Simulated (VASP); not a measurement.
# NiO (Fmm2) in VASP: relaxation of cell and atoms with PBE

Aim: the relaxation of cell and atoms of NiO with PBE.

Everything below comes from runs of VASP 6.6.1. Logs are shortened: lines on timing, memory, paths and dates and some standing lists are left out, and cuts for length are marked.

**1. The cell of the first run**

It takes space group Fmm2 (No. 42, orthorhombic). The conventional cell has a = 3.524 Å, b = 6.648 Å, c = 4.514 Å, α = 90.00°, β = 90.00°, γ = 90.00°. Within 2.4 Å of Ni (site symmetry mm2) lie 3 O at 1.81 to 1.85 Å. Within 2.4 Å of O (site symmetry mm2) lie 3 Ni at 1.81 to 1.85 Å.

The cell was generated, and may not be a known phase.

**2. Relaxation of cell and atoms, PBE**

File INCAR:

```
SYSTEM = NiO
  PREC = Accurate
  ENCUT = 600
  EDIFF = 1E-6
  ISMEAR = 0
  SIGMA = 0.1
  LREAL = .FALSE.
  LASPH = .TRUE.
  NELM = 60
  ALGO = Normal
  ISIF = 3
  LWAVE = .FALSE.
  LCHARG = .FALSE.
  GGA = PE
  IBRION = 2
  NSW = 100
  EDIFFG = -0.01
```

File KPOINTS:

```
regular mesh
0
G
  22 22 22
  0 0 0
```

File POSCAR:

```
NiO
1.0
    0.0000000000      3.3238413156      2.2570261674
    1.7618239388      0.0000000000      2.2570261674
    1.7618239388      3.3238413156      0.0000000000
Ni O
1 1
Direct
    0.7526826363      0.7526826363      0.2473173637
    0.3431247037      0.3431247037      0.6568752963
```

Potentials or basis: VASP PAW PBE potentials, release 64 (Ni, O).

On the command line:

```bash
$ cat potpaw_PBE.64/Ni/POTCAR potpaw_PBE.64/O/POTCAR > POTCAR
$ mpirun -np 1 vasp_std > vasp.out
```

OUTCAR:

```text
SYSTEM = NiO
   PREC = Accurate
   ENCUT = 600
   EDIFF = 1E-6
   ISMEAR = 0
   LREAL = .FALSE.
   LASPH = .TRUE.
   NELM = 60
   ISIF = 3
   GGA = PE
   IBRION = 2
   NSW = 100
   EDIFFG = -0.01

 ion  position               nearest neighbor table
   1  0.753  0.753  0.247-   2 1.81   2 1.81   2 1.85
   2  0.343  0.343  0.657-   1 1.81   1 1.81   1 1.85

  LATTYP: Found a face centered orthorhombic cell.
 ALAT       =     3.5236478776
 B/A-ratio  =     1.2810736179
 C/A-ratio  =     1.8865910733

  Lattice vectors:

 A1 = (  -0.0000000000,   3.3238413156,   2.2570261674)
 A2 = (  -1.7618239388,   3.3238413156,   0.0000000000)
 A3 = (  -1.7618239388,   0.0000000000,   2.2570261674)

Analysis of symmetry for initial positions (statically):
=====================================================================
 Subroutine PRICEL returns:
 Original cell was already a primitive cell.

 Routine SETGRP: Setting up the symmetry group for a
 face centered orthorhombic supercell.

 Subroutine GETGRP returns: Found  4 space group operations
 (whereof  4 operations were pure point group operations)
 out of a pool of  8 trial point group operations.

The static configuration has the point symmetry C_2v.

Analysis of symmetry for dynamics (positions and initial velocities):
=====================================================================
 Subroutine PRICEL returns:
 Original cell was already a primitive cell.

 Routine SETGRP: Setting up the symmetry group for a
 face centered orthorhombic supercell.

 Subroutine GETGRP returns: Found  4 space group operations
 (whereof  4 operations were pure point group operations)
 out of a pool of  8 trial point group operations.

The dynamic configuration has the point symmetry C_2v.

 Subroutine INISYM returns: Found  4 space group operations
 (whereof  4 operations are pure point group operations),
 and found     1 'primitive' translations

----------------------------------------------------------------------------------------

                                     Primitive cell

  volume of cell :      26.4344

  direct lattice vectors                    reciprocal lattice vectors
     0.000000000  3.323841316  2.257026167    -0.283796802  0.150428361  0.221530440
     1.761823939  0.000000000  2.257026167     0.283796802 -0.150428361  0.221530440
     1.761823939  3.323841316  0.000000000     0.283796802  0.150428361 -0.221530440

  length of vectors
     4.017721769  2.863248280  3.761907054     0.390185920  0.390185920  0.390185920

  position of ions in fractional coordinates (direct lattice)
     0.752682636  0.752682636  0.247317364
     0.343124704  0.343124704  0.656875296

  ion indices of the primitive-cell ions
   primitive index   ion index
                 1           1
                 2           2

----------------------------------------------------------------------------------------

 KPOINTS: regular mesh

Automatic generation of k-mesh.
 Grid dimensions read from file:
 generate k-points for:   22   22   22

 Generating k-lattice:

  Cartesian coordinates                     Fractional coordinates (reciprocal lattice)
    -0.012899855  0.006837653  0.010069565     0.045454545  0.000000000  0.000000000
     0.012899855 -0.006837653  0.010069565    -0.000000000  0.045454545 -0.000000000
     0.012899855  0.006837653 -0.010069565     0.000000000  0.000000000  0.045454545

  Length of vectors
     0.017735724  0.017735724  0.017735724

  Shift w.r.t. Gamma in fractional coordinates (k-lattice)
     0.000000000  0.000000000  0.000000000

 Subroutine IBZKPT returns following result:
 ===========================================

 Found   1530 irreducible k-points:

 Following reciprocal coordinates:
            Coordinates               Weight
  0.000000  0.000000  0.000000      1.000000
  0.045455  0.000000  0.000000      8.000000
  0.090909  0.000000  0.000000      8.000000
  0.136364  0.000000 -0.000000      8.000000
  0.181818  0.000000 -0.000000      8.000000
  0.227273  0.000000 -0.000000      8.000000
[... 16 lines left out ...]
  0.500000  0.045455  0.000000      8.000000
 -0.454545  0.045455  0.000000      8.000000
 [... further k-points ...]
   k-points           NKPTS =   1530   k-points in BZ     NKDIM =   1530   number of bands    NBANDS=     12
   number of dos      NEDOS =    301   number of ions     NIONS =      2
   total plane-waves  NPLWV =  23040
   dimension x,y,z NGX =    32 NGY =   24 NGZ =   30
   dimension x,y,z NGXF=    64 NGYF=   48 NGZF=   60
   ions per type =               1   1
   NGX,Y,Z   is equivalent  to a cutoff of  13.24, 13.93, 13.26 a.u.
   NGXF,Y,Z  is equivalent  to a cutoff of  26.48, 27.87, 26.52 a.u.
 SYSTEM =  NiO
   PREC   = accura    normal or accurate (medium, high low for compatibility)
   ISTART =      0    job   : 0-new  1-cont  2-samecut
   ICHARG =      2    charge: 1-file 2-atom 10-const
   ISPIN  =      1    spin polarized calculation?
   LNONCOLLINEAR =      F non collinear calculations
   LSORBIT =      F    spin-orbit coupling
   LASPH  =      T    aspherical Exc in radial PAW
   ENCUT  =  600.0 eV  44.10 Ry    6.64 a.u.   8.02  5.72  7.51*2*pi/ulx,y,z
   NELM   =     60;   NELMIN=  2; NELMDL= -5     # of ELM steps
   EDIFF  = 0.1E-05   stopping-criterion for ELM
   LREAL  =      F    real-space projection
   EDIFFG = -.1E-01   stopping-criterion for IOM
   NSW    =    100    number of steps for IOM
   IBRION =      2    ionic relax: 0-MD 1-quasi-New 2-CG
   NFREE  =      1    steps in history (QN), initial steepest desc. (CG)
   ISIF   =      3    stress and relaxation
   ISYM   =      2    0-nonsym 1-usesym 2-fastsym
   POTIM  = 0.5000    time-step for ionic-motion
   TEBEG  =    0.0;   TEEND  =   0.0 temperature during run
   PSTRESS=    0.0 pullay stress
   NELECT =      16.0000    total number of electrons
   NUPDOWN=      -1.0000    fix difference up-down
   EMIN   =  10.00;   EMAX   =-10.00  energy-range for DOS
   EFERMI =   0.00;   METHOD = LEGACY
   ISMEAR =     0;   SIGMA  =   0.10  broadening in eV -4-tet -1-fermi 0-gaus
   EFERMI_NEDOS =   21; number of points for ismear=-14 and -15
   IALGO  =     38    algorithm
   IMIX   =      4    mixing-type and parameters
     AMIX     =   0.40;   BMIX     =  1.00
     AMIX_MAG =   1.60;   BMIX_MAG =  1.00
  volume/ion in A,a.u.               =      13.22        89.19
  Fermi-wavevector in a.u.,A,eV,Ry     =   1.384815  2.616921 26.092057  1.917712
  Thomas-Fermi vector in A             =   2.509284
   LORBIT       =      0    0 simple, 1 ext, 2 COOP (PROOUT), +10 PAW based schemes
   GGA     = PE    functional components
   LHFCALC =     F    Hartree Fock is set to
   AEXX    =    0.0000 exact exchange contribution
   IVDW    =     0    specifies the selected vdW correction
   LEPSILON=     F    determine dielectric tensor
   LRPA    =     F    only Hartree local field effects (RPA)
 conjugate gradient relaxation of ions
 non-spin polarized calculation
 Gauss-broadening in eV      SIGMA  =   0.10
  energy-cutoff  :      600.00
  volume of cell :       26.43
 maximum number of plane-waves:       901
   NGX = 15   NGY = 11   NGZ = 15

--------------------------------------- Ionic step        1  -------------------------------------------

 number of electron      16.0000004 magnetization

 Free energy of the ion-electron system (eV)
  ---------------------------------------------------
  ext. energy  EPLUGINS =         0.00000000
  ---------------------------------------------------
  free energy    TOTEN  =       -11.22111943 eV

  energy without entropy =      -11.20878429  energy(sigma->0) =      -11.21495186

------------------------ aborting loop because EDIFF is reached ----------------------------------------

  FORCE on cell =-STRESS in cart. coord.  units (eV):
  Direction    XX          YY          ZZ          XY          YZ          ZX
  --------------------------------------------------------------------------------------
  -------------------------------------------------------------------------------------
  Total        0.1747086     -0.0158015      0.0291792      0.0000000      0.0000000      0.0000000
  in kB       10.5890126     -0.9577248      1.7685380      0.0000000      0.0000000      0.0000000
  external PRESSURE =       3.7999419 kB  Pullay stress =       0.0000000 kB
[... 201 lines left out ...]
  energy  without entropy=      -11.2094511103  energy(sigma->0) =      -11.21567585

--------------------------------------- Ionic step        7  -------------------------------------------

 number of electron      16.0000004 magnetization

 Free energy of the ion-electron system (eV)
  ---------------------------------------------------
  ext. energy  EPLUGINS =         0.00000000
  ---------------------------------------------------
  free energy    TOTEN  =       -11.22192630 eV

  energy without entropy =      -11.20951260  energy(sigma->0) =      -11.21571945

 E-fermi :   3.7603     XC(G=0): -10.1949

 val. band max:        3.7599079399   @ k =  -0.2273   0.2273   0.2273
 cond. band min:       3.7625685531   @ k =  -0.0909   0.3182   0.2727
 fundamental gap:      0.0026606132
 Fermi energy:         3.7602648544

 k-point     1 :       0.0000    0.0000    0.0000
  band No.  band energies     occupation
      1     -16.0645      2.00000
      2      -1.8651      2.00000
      3      -1.3305      2.00000
      4       0.1185      2.00000
      5       1.7811      2.00000
      6       2.3850      2.00000
      7       2.8005      2.00000
      8       3.1284      2.00000
      9       4.0474      0.00005
     10       5.9410      0.00000
     11      15.9071      0.00000
     12      16.7301      0.00000
[... 331 lines left out ...]
 k-point    24 :      -0.4545    0.0455    0.0000
  band No.  band energies     occupation
      1     -15.2217      2.00000
      2      -3.7996      2.00000
      3      -1.8957      2.00000
      4      -1.0065      2.00000
      5       2.3659      2.00000
      6       2.6332      2.00000
      7       3.0767      2.00000
      8       3.9153      0.02834
      9       4.4419      0.00000
     10       9.1637      0.00000
     11      12.0309      0.00000
     12      14.3559      0.00000

 [... further k-points ...]

------------------------ aborting loop because EDIFF is reached ----------------------------------------

  FORCE on cell =-STRESS in cart. coord.  units (eV):
  Direction    XX          YY          ZZ          XY          YZ          ZX
  --------------------------------------------------------------------------------------
  -------------------------------------------------------------------------------------
  Total       -0.0024726     -0.0152380      0.0041395      0.0000000      0.0000000      0.0000000
  in kB       -0.1504803     -0.9273621      0.2519258      0.0000000      0.0000000      0.0000000
  external PRESSURE =      -0.2753055 kB  Pullay stress =       0.0000000 kB
[... 17 lines left out ...]
  FREE ENERGIE OF THE ION-ELECTRON SYSTEM (eV)
  ---------------------------------------------------
  free  energy   TOTEN  =       -11.2219263017 eV

  energy  without entropy=      -11.2095125989  energy(sigma->0) =      -11.21571945

 reached required accuracy - stopping structural energy minimisation
```

It took 15 min on 1 thread of Intel Xeon 6975P-C (Granite Rapids), shared host; peak memory 0.77 GiB.

Results:

- Free energy: -11.2219 eV
- Relaxed volume: 13.16 Å³/atom
- Relaxed cell: a = 4.004 Å, b = 2.857 Å, c = 3.758 Å, α = 73.06°, β = 43.05°, γ = 63.89°
- Space group after relaxing (to 0.1 Å): Fmm2 (No. 42)
- Energy gained by relaxing: 0.4 meV/atom
- Ionic steps: 7
- Pressure after relaxing: 0.0 GPa
- Largest force after relaxing: 0.007 eV/Å
- Band gap on the k mesh: zero (bands 8 and 9 overlap by 1.01 eV)

Forces in eV/Å, atoms in the order of the input:
```
Ni   0.000  0.000  0.007
O    0.000  0.000 -0.007
```

The path:
| step | energy change (eV) | largest force (eV/Å) | pressure (GPa) | volume (Å³) |
| --- | --- | --- | --- | --- |
| 1 | 0.0000 | 0.0795 | 0.38 | 26.43 |
| 2 | -0.0001 | 0.0270 | -0.92 | 26.55 |
| 3 | -0.0004 | 0.0228 | -0.33 | 26.50 |
| 4 | -0.0006 | 0.0012 | -0.17 | 26.43 |
| 5 | -0.0007 | 0.0258 | -0.02 | 26.35 |
| 6 | -0.0008 | 0.0274 | -0.07 | 26.31 |
| 7 | -0.0008 | 0.0066 | -0.03 | 26.33 |

Final structure:
```
CELL_PARAMETERS angstrom
0.00000 3.31605 2.24395
1.76899 0.00000 2.24395
1.76899 3.31605 0.00000
ATOMIC_POSITIONS crystal
Ni 0.75402 0.75402 0.24598
O 0.34179 0.34179 0.65821
```

Caveat: the run has no spin polarisation, though such a crystal can be magnetic; semilocal functionals often make such compounds metallic where correlation or magnetic order opens a gap, which also shifts bond lengths. Spin polarisation is off, so any magnetic state and its effect on volume and gap are missing.
